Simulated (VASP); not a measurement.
# SrMn2As2 (P-3m1) in VASP: single point with LDA

Aim: the single point of SrMn2As2 with LDA.

All numbers are computed with VASP 6.6.1; they aren't measurements. Logs are shortened: lines on timing, memory, paths and dates and some standing lists are left out, and cuts for length are marked.

### Step 1. The cell of the first run

Symmetry: P-3m1, No. 164, trigonal system. The conventional cell has a = 4.076 Å, b = 4.076 Å, c = 7.351 Å, α = 90.00°, β = 90.00°, γ = 120.00°. Within 4.1 Å of Sr (site symmetry -3m) lie 6 As at 3.14 Å and 6 Mn at 3.70 Å and 6 Sr at 4.08 Å. Within 3.2 Å of Mn (site symmetry 3m) lie 4 As at 2.43 to 2.48 Å and 3 Mn at 2.88 Å. Within 3.2 Å of As (site symmetry 3m) lie 4 Mn at 2.43 to 2.48 Å and 3 Sr at 3.14 Å.

### Step 2. Single point, LDA, collinear spin, ferromagnetic start

INCAR

```
SYSTEM = SrMn2As2
PREC = Accurate ; ENCUT = 500
EDIFF = 1E-6 ; ISMEAR = -1
SIGMA = 0.1 ; LREAL = .False.
LASPH = .True. ; NELM = 200
ALGO = Normal ; ISIF = 2
LWAVE = .False. ; LCHARG = .False.
ISPIN = 2 ; MAGMOM = 0 2.8 2.8 0 0
LORBIT = 11 ; LMAXMIX = 4
GGA = CA ; NBANDS = 35
GGA_COMPAT = .False.
```

KPOINTS

```
Automatic mesh
0
Gamma
  7 7 3
  0 0 0
```

POSCAR

```
SrMn2As2
1.0
    4.0763099900      0.0000000000      0.0000000000
   -2.0381549900      3.5301880000      0.0000000000
    0.0000000000      0.0000000000      7.3514670000
Sr Mn As
1 2 2
Direct
    0.0000000000      0.0000000000      0.0000000000
    0.6666666700      0.3333333300      0.3876830000
    0.3333333300      0.6666666700      0.6123170000
    0.6666666700      0.3333333300      0.7179570000
    0.3333333300      0.6666666700      0.2820430000
```

Potentials or basis: VASP PAW LDA potentials, release 64 (Sr_sv, Mn_pv, As).

Launch:

```console
$ cat potpaw_LDA.64/Sr_sv/POTCAR potpaw_LDA.64/Mn_pv/POTCAR potpaw_LDA.64/As/POTCAR > POTCAR
$ mpirun -np 1 vasp_std > vasp.out
```

OUTCAR:

```text
SYSTEM = SrMn2As2
   PREC = Accurate
   ENCUT = 500
   EDIFF = 1E-6
   ISMEAR = -1
   LREAL = .False.
   LASPH = .True.
   NELM = 200
   ISIF = 2
   ISPIN = 2
   LORBIT = 11
   GGA = CA

 ion  position               nearest neighbor table
   1  0.000  0.000  0.000-   4 3.14   5 3.14   5 3.14   4 3.14   4 3.14   5 3.14   2 3.70   3 3.70
                             3 3.70   2 3.70   3 3.70   2 3.70
   2  0.667  0.333  0.388-   4 2.43   5 2.48   5 2.48   5 2.48   3 2.88   3 2.88   3 2.88   1 3.70
                             1 3.70   1 3.70
   3  0.333  0.667  0.612-   5 2.43   4 2.48   4 2.48   4 2.48   2 2.88   2 2.88   2 2.88   1 3.70
                             1 3.70   1 3.70
   4  0.667  0.333  0.718-   2 2.43   3 2.48   3 2.48   3 2.48   1 3.14   1 3.14   1 3.14
   5  0.333  0.667  0.282-   3 2.43   2 2.48   2 2.48   2 2.48   1 3.14   1 3.14   1 3.14

  LATTYP: Found a hexagonal cell.
 ALAT       =     4.0763099900
 C/A-ratio  =     1.8034612230

  Lattice vectors:

 A1 = (   4.0763099900,   0.0000000000,   0.0000000000)
 A2 = (  -2.0381549900,   3.5301880000,   0.0000000000)
 A3 = (   0.0000000000,   0.0000000000,   7.3514670000)

Analysis of symmetry for initial positions (statically):
=====================================================================
 Subroutine PRICEL returns:
 Original cell was already a primitive cell.

 Routine SETGRP: Setting up the symmetry group for a
 hexagonal supercell.

 Subroutine GETGRP returns: Found 12 space group operations
 (whereof 12 operations were pure point group operations)
 out of a pool of 24 trial point group operations.

The static configuration has the point symmetry D_3d.

Analysis of symmetry for dynamics (positions and initial velocities):
=====================================================================
 Subroutine PRICEL returns:
 Original cell was already a primitive cell.

 Routine SETGRP: Setting up the symmetry group for a
 hexagonal supercell.

 Subroutine GETGRP returns: Found 12 space group operations
 (whereof 12 operations were pure point group operations)
 out of a pool of 24 trial point group operations.

The dynamic configuration has the point symmetry D_3d.

Analysis of structural, dynamic, and magnetic symmetry:
=====================================================================
 Subroutine PRICEL returns:
 Original cell was already a primitive cell.

 Routine SETGRP: Setting up the symmetry group for a
 hexagonal supercell.

 Subroutine GETGRP returns: Found 12 space group operations
 (whereof 12 operations were pure point group operations)
 out of a pool of 24 trial point group operations.

The overall configuration has the point symmetry D_3d.

 Subroutine INISYM returns: Found 12 space group operations
 (whereof 12 operations are pure point group operations),
 and found     1 'primitive' translations

----------------------------------------------------------------------------------------

                                     Primitive cell

  volume of cell :     105.7886

  direct lattice vectors                    reciprocal lattice vectors
     4.076309990  0.000000000  0.000000000     0.245319910  0.141635516  0.000000000
    -2.038154990  3.530188000  0.000000000     0.000000000  0.283271033  0.000000000
     0.000000000  0.000000000  7.351467000     0.000000000  0.000000000  0.136027272

  length of vectors
     4.076309990  4.076309983  7.351467000     0.283271032  0.283271033  0.136027272

  position of ions in fractional coordinates (direct lattice)
     0.000000000  0.000000000  0.000000000
     0.666666670  0.333333330  0.387683000
     0.333333330  0.666666670  0.612317000
     0.666666670  0.333333330  0.717957000
     0.333333330  0.666666670  0.282043000

  ion indices of the primitive-cell ions
   primitive index   ion index
                 1           1
[... 23 lines left out ...]
  Shift w.r.t. Gamma in fractional coordinates (k-lattice)
     0.000000000  0.000000000  0.000000000

 Subroutine IBZKPT returns following result:
 ===========================================

 Found     20 irreducible k-points:

 Following reciprocal coordinates:
            Coordinates               Weight
  0.000000  0.000000  0.000000      1.000000
  0.142857 -0.000000  0.000000      6.000000
  0.285714  0.000000  0.000000      6.000000
  0.428571 -0.000000  0.000000      6.000000
  0.142857  0.142857  0.000000      6.000000
  0.285714  0.142857  0.000000     12.000000
[... 12 lines left out ...]
  0.428571  0.142857  0.333333     12.000000
  0.285714  0.285714  0.333333     12.000000
   k-points           NKPTS =     20   k-points in BZ     NKDIM =     20   number of bands    NBANDS=     35
   number of dos      NEDOS =    301   number of ions     NIONS =      5
   total plane-waves  NPLWV =  48600
   dimension x,y,z NGX =    30 NGY =   30 NGZ =   54
   dimension x,y,z NGXF=    60 NGYF=   60 NGZF=  108
   ions per type =               1   2   2
   NGX,Y,Z   is equivalent  to a cutoff of  12.24, 12.24, 12.21 a.u.
   NGXF,Y,Z  is equivalent  to a cutoff of  24.47, 24.47, 24.42 a.u.
 SYSTEM =  SrMn2As2
   PREC   = accura    normal or accurate (medium, high low for compatibility)
   ISTART =      0    job   : 0-new  1-cont  2-samecut
   ICHARG =      2    charge: 1-file 2-atom 10-const
   ISPIN  =      2    spin polarized calculation?
   LNONCOLLINEAR =      F non collinear calculations
   LSORBIT =      F    spin-orbit coupling
   LASPH  =      T    aspherical Exc in radial PAW
   ENCUT  =  500.0 eV  36.75 Ry    6.06 a.u.   7.43  7.43 13.40*2*pi/ulx,y,z
   NELM   =    200;   NELMIN=  2; NELMDL= -5     # of ELM steps
   EDIFF  = 0.1E-05   stopping-criterion for ELM
   LREAL  =      F    real-space projection
   EDIFFG = 0.1E-04   stopping-criterion for IOM
   NSW    =      0    number of steps for IOM
   IBRION =     -1    ionic relax: 0-MD 1-quasi-New 2-CG
   NFREE  =      0    steps in history (QN), initial steepest desc. (CG)
   ISIF   =      2    stress and relaxation
   ISYM   =      2    0-nonsym 1-usesym 2-fastsym
   POTIM  = 0.5000    time-step for ionic-motion
   TEBEG  =    0.0;   TEEND  =   0.0 temperature during run
   PSTRESS=    0.0 pullay stress
   NELECT =      46.0000    total number of electrons
   NUPDOWN=      -1.0000    fix difference up-down
   EMIN   =  10.00;   EMAX   =-10.00  energy-range for DOS
   EFERMI =   0.00;   METHOD = LEGACY
   ISMEAR =    -1;   SIGMA  =   0.10  broadening in eV -4-tet -1-fermi 0-gaus
   EFERMI_NEDOS =   21; number of points for ismear=-14 and -15
   IALGO  =     38    algorithm
   IMIX   =      4    mixing-type and parameters
     AMIX     =   0.40;   BMIX     =  1.00
     AMIX_MAG =   1.60;   BMIX_MAG =  1.00
  volume/ion in A,a.u.               =      21.16       142.78
  Fermi-wavevector in a.u.,A,eV,Ry     =   1.240265  2.343761 20.929255  1.538257
  Thomas-Fermi vector in A             =   2.374713
   LORBIT       =     11    0 simple, 1 ext, 2 COOP (PROOUT), +10 PAW based schemes
   GGA     = CA    functional components
   LHFCALC =     F    Hartree Fock is set to
   AEXX    =    0.0000 exact exchange contribution
   IVDW    =     0    specifies the selected vdW correction
   LEPSILON=     F    determine dielectric tensor
   LRPA    =     F    only Hartree local field effects (RPA)
 spin polarized calculation
  energy-cutoff  :      500.00
  volume of cell :      105.79
 maximum number of plane-waves:      2719
 NGX is ok and might be reduce to    30
   NGX = 15   NGY = 15   NGZ = 27

 number of electron      46.0000034 magnetization       5.0022650

 Free energy of the ion-electron system (eV)
  ---------------------------------------------------
  ext. energy  EPLUGINS =         0.00000000
  ---------------------------------------------------
  free energy    TOTEN  =       -34.52001759 eV

  energy without entropy =      -34.36775500  energy(sigma->0) =      -34.44388629

 E-fermi :   4.7494     XC(G=0): -10.4342

 val. band max:        4.7458645896   @ k =   0.4286   0.1429   0.0000
 cond. band min:       4.7673032362   @ k =   0.2857   0.1429   0.0000
 fundamental gap:      0.0214386466
 Fermi energy:         4.7493967120

 spin component 1

 k-point     1 :       0.0000    0.0000    0.0000
  band No.  band energies     occupation
      1     -43.8127      1.00000
      2     -43.8127      1.00000
      3     -43.7756      1.00000
      4     -43.7756      1.00000
      5     -43.6694      1.00000
      6     -43.6351      1.00000
[... 749 lines left out ...]
     34      11.1112      0.00000
     35      11.2962      0.00000
 Fermi energy:         4.7493967120

 spin component 2

 k-point     1 :       0.0000    0.0000    0.0000
  band No.  band energies     occupation
      1     -41.4215      1.00000
      2     -41.3834      1.00000
      3     -41.3297      1.00000
      4     -41.3297      1.00000
      5     -41.2879      1.00000
      6     -41.2879      1.00000
[... 749 lines left out ...]
     34      11.2747      0.00000
     35      11.4913      0.00000

------------------------ aborting loop because EDIFF is reached ----------------------------------------

  FORCE on cell =-STRESS in cart. coord.  units (eV):
  Direction    XX          YY          ZZ          XY          YZ          ZX
  --------------------------------------------------------------------------------------
  -------------------------------------------------------------------------------------
  Total       -5.5068824     -5.5068824     -5.8223478     -0.0000000      0.0000000      0.0000000
  in kB      -83.4021677    -83.4021675    -88.1799153     -0.0000001      0.0000000      0.0000000
  external PRESSURE =     -84.9947502 kB  Pullay stress =       0.0000000 kB

 VOLUME and BASIS-vectors are now :
 -----------------------------------------------------------------------------
  energy-cutoff  :      500.00
  volume of cell :      105.79
      direct lattice vectors                 reciprocal lattice vectors
     4.076309990  0.000000000  0.000000000     0.245319910  0.141635516  0.000000000
    -2.038154990  3.530188000  0.000000000     0.000000000  0.283271033  0.000000000
     0.000000000  0.000000000  7.351467000     0.000000000  0.000000000  0.136027272

 POSITION                                       TOTAL-FORCE (eV/Angst)
 -----------------------------------------------------------------------------------
      0.00000      0.00000      0.00000        -0.000000      0.000000      0.000000
      2.03816      1.17673      2.85004        -0.000000      0.000000      0.299456
     -0.00000      2.35346      4.50143         0.000000     -0.000000     -0.299456
      2.03816      1.17673      5.27804         0.000000     -0.000000     -0.713674
     -0.00000      2.35346      2.07343        -0.000000      0.000000      0.713674
 -----------------------------------------------------------------------------------
    total drift:                               -0.000000      0.000000     -0.000000

  FREE ENERGIE OF THE ION-ELECTRON SYSTEM (eV)
  ---------------------------------------------------
  free  energy   TOTEN  =       -34.5200175878 eV

  energy  without entropy=      -34.3677549970  energy(sigma->0) =      -34.44388629

 total charge

# of ion       s       p       d       tot
------------------------------------------
    1        2.013   5.771   0.260   8.045
    2        0.290   6.236   5.119  11.644
    3        0.290   6.236   5.119  11.644
    4        1.210   1.595   0.049   2.854
    5        1.210   1.595   0.049   2.854
--------------------------------------------------
tot          5.012  21.433  10.595  37.040

 magnetization (x)

# of ion       s       p       d       tot
------------------------------------------
    1       -0.001  -0.003   0.001  -0.002
    2        0.020   0.017   2.442   2.479
    3        0.020   0.017   2.442   2.479
    4       -0.002  -0.094   0.009  -0.087
    5       -0.002  -0.094   0.009  -0.087
--------------------------------------------------
tot          0.035  -0.158   4.905   4.781
```

It took 4.5 min on 1 thread of AMD EPYC 7R43 (Zen 3), shared host; peak memory 0.22 GiB.

What came out:

```
Free energy                                           : -34.5200 eV
Pressure                                              : -8.5 GPa
Largest force                                         : 0.714 eV/Å
Net moment                                            : 5.00 μB per cell
Site moments                                          : Sr -0.00; Mn +2.48; As -0.09 μB
Valence electrons inside the program's atomic spheres : Sr 8.04; Mn 11.64; As 2.85
```

Forces on the atoms (eV/Å):
```
Sr   0.000  0.000  0.000
Mn   0.000  0.000  0.299
Mn   0.000  0.000 -0.299
As   0.000  0.000 -0.714
As   0.000  0.000  0.714
```

Stress tensor (GPa, compression positive):
```
-8.34  0.00  0.00
 0.00 -8.34  0.00
 0.00  0.00 -8.82
```

Levels at points of the mesh, in eV from the Fermi level:
Spin up:
```tsv
k point	band 22	band 23	band 24	band 25	band 26	band 27	band 28	band 29
(0.00, 0.00, 0.00)	-0.90	-0.90	0.91	0.91	1.36	1.83	2.17	2.17
```
Spin down:
```csv
k point,band 18,band 19,band 20,band 21,band 22,band 23
"(0.00, 0.00, 0.00)",-2.30,-0.23,-0.23,0.73,1.01,1.01
```

Caveat: the cell stands under tension; the run started ferromagnetic, and an antiferromagnetic order may lie lower in energy.
